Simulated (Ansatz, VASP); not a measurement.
One calculation of W, two programs

```
CELL_PARAMETERS angstrom
-1.59178 1.55198 1.59178
1.59178 -1.55198 1.59178
1.59178 1.55198 -1.59178
ATOMIC_POSITIONS crystal
W 0.00000 0.00000 0.00000
```

Change from the starting cell: strain -0.0250 x Voigt [0, 1, 0, 0, 0, 0], atoms carried along.

Alike in both runs: task single point; functional PBE; k mesh 26 × 26 × 26; occupations gaussian, width 0.15 eV; no spin polarisation.

```csv
,VASP,Ansatz
version,VASP 6.6.1,Ansatz 0.2.0
potentials or method,"VASP PAW PBE potentials, release 64 (W_sv), cutoff 500 eV","scalar-relativistic, plane waves, PAW"
valence electrons in the cell,14,14
```

VASP gave:

| Quantity | Value |
| --- | --- |
| gap on the k mesh at the Fermi level (eV) | none |
| pressure (GPa) | 8.8 |
| traceless stress, the component that is largest in VASP (GPa) | 5.64 |

Task: Which values does Ansatz return?

Result: gap on the k mesh at the Fermi level (eV): none; pressure (GPa): 8.2; traceless stress, the component that is largest in VASP (GPa): 5.65.

A gap of «none» marks a metal or a gap that the smearing closes.

Spin-orbit coupling is off throughout.
